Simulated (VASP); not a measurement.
# HPbNO4 (P1) in VASP: single point with r2SCAN

Aim: the single point of HPbNO4 with r2SCAN.

All numbers are computed with VASP 6.6.1; they aren't measurements. Logs are shortened: lines on timing, memory, paths and dates and some standing lists are left out, and cuts for length are marked.

### Step 1. The cell of the first run

The typed cell holds 7 atoms: a = 4.140 Å, b = 4.222 Å, c = 6.665 Å, α = 72.11°, β = 72.33°, γ = 62.20°.

### Step 2. Single point, r2SCAN

Contents of POSCAR:

```
HPbNO4
1.0
    4.1403285148     -0.0120001482      0.0048789302
    1.9801074092      3.7290840801      0.0035599076
    2.0194646511      1.2402774395      6.2299124974
H Pb N O
1 1 1 4
Direct
    0.8900226724      0.6879459296      0.6241283242
    0.1383507149      0.9398568398      0.8832330645
    0.2586158911      0.2839452445      0.3034152362
    0.8308346605      0.6534318978      0.7801995172
    0.3940585167      0.2087825194      0.1166873185
    0.3123484986      0.0324663474      0.4635256207
    0.0744990458      0.6093712215      0.3203109187
```

Contents of INCAR.step1:

```
PREC     = Accurate       # precision mode
ENCUT    = 520            # plane-wave cutoff, eV
ISMEAR   = -1             # smearing method
SIGMA    = 0.05           # smearing width, eV
LREAL    = F              # projectors in reciprocal space
LASPH    = T              # aspherical terms in the spheres
NELM     = 60             # most SCF steps
NBANDS   = 31             # bands
GGA      = PE             # functional
ALGO     = Normal         # electronic algorithm
EDIFF    = 1E-4           # SCF threshold, eV
LWAVE    = T              # write WAVECAR
LCHARG   = F              # write CHGCAR
```

Contents of INCAR.step2:

```
PREC     = Accurate       # precision mode
ENCUT    = 520            # plane-wave cutoff, eV
EDIFF    = 1E-7           # SCF threshold, eV
ISMEAR   = -1             # smearing method
SIGMA    = 0.05           # smearing width, eV
LREAL    = F              # projectors in reciprocal space
LASPH    = T              # aspherical terms in the spheres
NELM     = 60             # most SCF steps
ALGO     = Normal         # electronic algorithm
ISIF     = 2              # what is computed and relaxed
LWAVE    = F              # write WAVECAR
LCHARG   = F              # write CHGCAR
METAGGA  = R2SCAN         # meta-GGA
LMIXTAU  = T            
NBANDS   = 31             # bands
ISTART   = 1
```

Contents of KPOINTS:

```
Automatic mesh
0
Gamma
  5 5 3
```

Potentials or basis: VASP PAW PBE potentials, release 64 (H, Pb_d, N, O).

The run is started by

```sh
cat potpaw_PBE.64/H/POTCAR potpaw_PBE.64/Pb_d/POTCAR potpaw_PBE.64/N/POTCAR potpaw_PBE.64/O/POTCAR > POTCAR
cp INCAR.step1 INCAR
mpirun -np 1 vasp_std > vasp.out
cp INCAR.step2 INCAR
mpirun -np 1 vasp_std > vasp.out
```

OUTCAR:

```text
PREC = Accurate
   ENCUT = 520
   EDIFF = 1E-7
   ISMEAR = -1
   LREAL = F
   LASPH = T
   NELM = 60
   ISIF = 2
   METAGGA = R2SCAN
   ISTART = 1

 ion  position               nearest neighbor table
   1  0.890  0.688  0.624-   4 0.97
   2  0.138  0.940  0.883-   4 2.46   4 2.50   4 2.62   6 2.62   7 2.81   5 2.84   5 2.84   5 2.85

   3  0.259  0.284  0.303-   6 1.24   7 1.24   5 1.27
   4  0.831  0.653  0.780-   1 0.97   2 2.46   2 2.50   2 2.62
   5  0.394  0.209  0.117-   3 1.27   2 2.84   2 2.84   2 2.85
   6  0.312  0.032  0.464-   3 1.24   2 2.62
   7  0.074  0.609  0.320-   3 1.24   2 2.81

  LATTYP: Found a triclinic cell.
 ALAT       =     7.4723396952
 B/A-ratio  =     0.5650428472
 C/A-ratio  =     0.8959138797
 COS(alpha) =     0.0174228640
 COS(beta)  =     0.1949193727
 COS(gamma) =     0.8716497991

  Lattice vectors:

 A1 = (   0.1801136964,  -7.4701683084,  -0.0022408850)
 A2 = (  -1.9801074092,  -3.7290840801,  -0.0035599076)
 A3 = (   2.1208638637,  -1.2522775877,  -6.2250335672)

Analysis of symmetry for initial positions (statically):
=====================================================================
 Subroutine PRICEL returns:
 Original cell was already a primitive cell.

 Routine SETGRP: Setting up the symmetry group for a
 triclinic supercell.

 Subroutine GETGRP returns: Found  1 space group operations
 (whereof  1 operations were pure point group operations)
 out of a pool of  2 trial point group operations.

The static configuration has the point symmetry C_1 .

Analysis of symmetry for dynamics (positions and initial velocities):
=====================================================================
 Subroutine PRICEL returns:
 Original cell was already a primitive cell.

 Routine SETGRP: Setting up the symmetry group for a
 triclinic supercell.

 Subroutine GETGRP returns: Found  1 space group operations
 (whereof  1 operations were pure point group operations)
 out of a pool of  2 trial point group operations.

The dynamic configuration has the point symmetry C_1 .

 Subroutine INISYM returns: Found  1 space group operations
 (whereof  1 operations are pure point group operations),
 and found     1 'primitive' translations

----------------------------------------------------------------------------------------

                                     Primitive cell

  volume of cell :      96.2925

  direct lattice vectors                    reciprocal lattice vectors
     4.140328515 -0.012000148  0.004878930     0.241217745 -0.128033967 -0.052702677
     1.980107409  3.729084080  0.003559908     0.000839226  0.267767892 -0.053580409
     2.019464651  1.240277440  6.229912497    -0.000189388 -0.000052739  0.160587789

  length of vectors
     4.140348780  4.222192097  6.665458374     0.278129950  0.273077294  0.160587909

  position of ions in fractional coordinates (direct lattice)
     0.890022672  0.687945930  0.624128324
     0.138350715  0.939856840  0.883233064
     0.258615891  0.283945245  0.303415236
     0.830834661  0.653431898  0.780199517
     0.394058517  0.208782519  0.116687318
     0.312348499  0.032466347  0.463525621
     0.074499046  0.609371221  0.320310919

  ion indices of the primitive-cell ions
   primitive index   ion index
                 1           1
                 2           2
                 3           3
                 4           4
                 5           5
                 6           6
                 7           7

----------------------------------------------------------------------------------------

 KPOINTS: Automatic mesh

Automatic generation of k-mesh.
 Grid dimensions read from file:
 generate k-points for:    5    5    3

 Generating k-lattice:

  Cartesian coordinates                     Fractional coordinates (reciprocal lattice)
     0.048243549 -0.025606793 -0.010540535     0.200000000  0.000000000 -0.000000000
     0.000167845  0.053553578 -0.010716082    -0.000000000  0.200000000  0.000000000
    -0.000063129 -0.000017580  0.053529263     0.000000000  0.000000000  0.333333333

  Length of vectors
     0.055625990  0.054615459  0.053529303

  Shift w.r.t. Gamma in fractional coordinates (k-lattice)
     0.000000000  0.000000000  0.000000000

 Subroutine IBZKPT returns following result:
 ===========================================

 Found     38 irreducible k-points:

 Following reciprocal coordinates:
            Coordinates               Weight
  0.000000  0.000000  0.000000      1.000000
  0.200000 -0.000000 -0.000000      2.000000
  0.400000 -0.000000 -0.000000      2.000000
 -0.000000  0.200000  0.000000      2.000000
  0.200000  0.200000 -0.000000      2.000000
  0.400000  0.200000 -0.000000      2.000000
[... 16 lines left out ...]
 -0.200000  0.200000  0.333333      2.000000
 -0.000000  0.400000  0.333333      2.000000
 [... further k-points ...]
   k-points           NKPTS =     38   k-points in BZ     NKDIM =     38   number of bands    NBANDS=     31
   number of dos      NEDOS =    301   number of ions     NIONS =      7
   total plane-waves  NPLWV =  51200
   dimension x,y,z NGX =    32 NGY =   32 NGZ =   50
   dimension x,y,z NGXF=    64 NGYF=   64 NGZF=  100
   ions per type =               1   1   1   4
   NGX,Y,Z   is equivalent  to a cutoff of  12.85, 12.60, 12.47 a.u.
   NGXF,Y,Z  is equivalent  to a cutoff of  25.70, 25.20, 24.94 a.u.
 SYSTEM =  unknown system
   PREC   = accura    normal or accurate (medium, high low for compatibility)
   ISTART =      1    job   : 0-new  1-cont  2-samecut
   ICHARG =      0    charge: 1-file 2-atom 10-const
   ISPIN  =      1    spin polarized calculation?
   LNONCOLLINEAR =      F non collinear calculations
   LSORBIT =      F    spin-orbit coupling
   LASPH  =      T    aspherical Exc in radial PAW
   ENCUT  =  520.0 eV  38.22 Ry    6.18 a.u.   7.70  7.85 12.39*2*pi/ulx,y,z
   NELM   =     60;   NELMIN=  2; NELMDL=  0     # of ELM steps
   EDIFF  = 0.1E-06   stopping-criterion for ELM
   LREAL  =      F    real-space projection
   EDIFFG = 0.1E-05   stopping-criterion for IOM
   NSW    =      0    number of steps for IOM
   IBRION =     -1    ionic relax: 0-MD 1-quasi-New 2-CG
   NFREE  =      0    steps in history (QN), initial steepest desc. (CG)
   ISIF   =      2    stress and relaxation
   ISYM   =      2    0-nonsym 1-usesym 2-fastsym
   POTIM  = 0.5000    time-step for ionic-motion
   TEBEG  =    0.0;   TEEND  =   0.0 temperature during run
   PSTRESS=    0.0 pullay stress
   NELECT =      44.0000    total number of electrons
   NUPDOWN=      -1.0000    fix difference up-down
   EMIN   =  10.00;   EMAX   =-10.00  energy-range for DOS
   EFERMI =   0.00;   METHOD = LEGACY
   ISMEAR =    -1;   SIGMA  =   0.05  broadening in eV -4-tet -1-fermi 0-gaus
   EFERMI_NEDOS =   21; number of points for ismear=-14 and -15
   IALGO  =     38    algorithm
   IMIX   =      4    mixing-type and parameters
     AMIX     =   0.40;   BMIX     =  1.00
     AMIX_MAG =   1.60;   BMIX_MAG =  1.00
  volume/ion in A,a.u.               =      13.76        92.83
  Fermi-wavevector in a.u.,A,eV,Ry     =   1.260942  2.382834 21.632903  1.589974
  Thomas-Fermi vector in A             =   2.394426
   LORBIT       =      0    0 simple, 1 ext, 2 COOP (PROOUT), +10 PAW based schemes
   METAGGA = R2SCAN    functional components
   LHFCALC =     F    Hartree Fock is set to
   AEXX    =    0.0000 exact exchange contribution
   IVDW    =     0    specifies the selected vdW correction
   LEPSILON=     F    determine dielectric tensor
   LRPA    =     F    only Hartree local field effects (RPA)
 non-spin polarized calculation
  energy-cutoff  :      520.00
  volume of cell :       96.29
 maximum number of plane-waves:      2607
   NGX = 15   NGY = 15   NGZ = 25

 number of electron      43.9999996 magnetization

 Free energy of the ion-electron system (eV)
  ---------------------------------------------------
  ext. energy  EPLUGINS =         0.00000000
  ---------------------------------------------------
  free energy    TOTEN  =       -98.11636452 eV

  energy without entropy =      -98.11636452  energy(sigma->0) =      -98.11636452

 E-fermi :   2.1281     XC(G=0):  -9.4480

 val. band max:        1.0252690327   @ k =  -0.4000   0.2000   0.3333
 cond. band min:       4.1406103575   @ k =  -0.2000   0.4000   0.3333
 fundamental gap:      3.1153413248
 Fermi energy:         2.1281368721

 k-point     1 :       0.0000    0.0000    0.0000
  band No.  band energies     occupation
      1     -26.6344      2.00000
      2     -20.8559      2.00000
      3     -20.5553      2.00000
      4     -17.9312      2.00000
      5     -14.7305      2.00000
      6     -14.7121      2.00000
[... 23 lines left out ...]
     30      13.3258      0.00000
     31      13.7123      0.00000

 k-point     2 :       0.2000   -0.0000   -0.0000
  band No.  band energies     occupation
      1     -26.6228      2.00000
      2     -20.8743      2.00000
      3     -20.5627      2.00000
      4     -17.9202      2.00000
      5     -14.7443      2.00000
      6     -14.7239      2.00000
[... 23 lines left out ...]
     30      12.6914      0.00000
     31      13.6189      0.00000

 k-point     3 :       0.4000   -0.0000   -0.0000
  band No.  band energies     occupation
      1     -26.6040      2.00000
      2     -20.9074      2.00000
      3     -20.5708      2.00000
      4     -17.9061      2.00000
      5     -14.7466      2.00000
      6     -14.7259      2.00000
[... 703 lines left out ...]
     30      12.6133      0.00000
     31      13.3311      0.00000

 k-point    24 :      -0.0000    0.4000    0.3333
  band No.  band energies     occupation
      1     -26.5832      2.00000
      2     -20.9729      2.00000
      3     -20.5851      2.00000
      4     -17.9057      2.00000
      5     -14.7460      2.00000
      6     -14.7184      2.00000
[... 23 lines left out ...]
     30      12.3032      0.00000
     31      13.9896      0.00000

 [... further k-points ...]

------------------------ aborting loop because EDIFF is reached ----------------------------------------

  FORCE on cell =-STRESS in cart. coord.  units (eV):
  Direction    XX          YY          ZZ          XY          YZ          ZX
  --------------------------------------------------------------------------------------
  -------------------------------------------------------------------------------------
  Total       -0.1011850      1.0211781      1.0257522     -0.0726866     -0.0867774      0.0110306
  in kB       -1.6835829     16.9910321     17.0671394     -1.2094067     -1.4438589      0.1835345
  external PRESSURE =      10.7915295 kB  Pullay stress =       0.0000000 kB

 VOLUME and BASIS-vectors are now :
 -----------------------------------------------------------------------------
  energy-cutoff  :      520.00
  volume of cell :       96.29
      direct lattice vectors                 reciprocal lattice vectors
     4.140328515 -0.012000148  0.004878930     0.241217745 -0.128033967 -0.052702677
     1.980107409  3.729084080  0.003559908     0.000839226  0.267767892 -0.053580409
     2.019464651  1.240277440  6.229912497    -0.000189388 -0.000052739  0.160587789

 POSITION                                       TOTAL-FORCE (eV/Angst)
 -----------------------------------------------------------------------------------
      6.30760      3.32882      3.89506        -0.003717     -0.015802     -0.174823
      4.21749      4.59860      5.50649         0.004007      0.015783      0.015641
      2.24573      1.43207      1.89252         0.008055     -0.074943     -0.103275
      6.30938      3.39440      4.86695        -0.002097      0.001081      0.134700
      2.28059      0.91856      0.72962         0.014063     -0.199258     -0.436669
      2.29359      0.69222      2.88936         0.023854     -0.362324      0.494777
      2.16193      2.66878      1.99804        -0.044165      0.635463      0.069649
 -----------------------------------------------------------------------------------
    total drift:                                0.000433      0.000139      0.000164

  FREE ENERGIE OF THE ION-ELECTRON SYSTEM (eV)
  ---------------------------------------------------
  free  energy   TOTEN  =       -98.1163645213 eV

  energy  without entropy=      -98.1163645213  energy(sigma->0) =      -98.11636452
```

It took 8.1 min on 1 thread of AMD EPYC 7R43 (Zen 3), shared host; peak memory 0.26 GiB.

What came out:

| Quantity | Value |
| --- | --- |
| Free energy | -98.1164 eV |
| Pressure | 1.1 GPa |
| Largest force | 0.641 eV/Å |
| Band gap on the k mesh | 3.12 eV, indirect (least direct gap 3.15 eV) |

Forces in eV/Å, atoms in the order of the input:
```
H   -0.004 -0.016 -0.175
Pb   0.004  0.016  0.016
N    0.008 -0.075 -0.103
O   -0.002  0.001  0.135
O    0.014 -0.199 -0.437
O    0.024 -0.362  0.495
O   -0.044  0.635  0.070
```

Levels at points of the mesh, in eV from the valence-band top:
```csv
k point,band 20,band 21,band 22,band 23,band 24,band 25
"(0.00, 0.00, 0.00)",-1.72,-1.66,-1.00,3.88,4.81,6.13
```

Caveat: the standard files for N, O and F lose accuracy on very short bonds; the PAW data sets were made with another functional, which shifts forces and pressure a little; spin-orbit coupling is left out, which moves the levels of the heavy elements. r2SCAN opens gaps a little over a GGA but as a rule still falls short of measured ones.
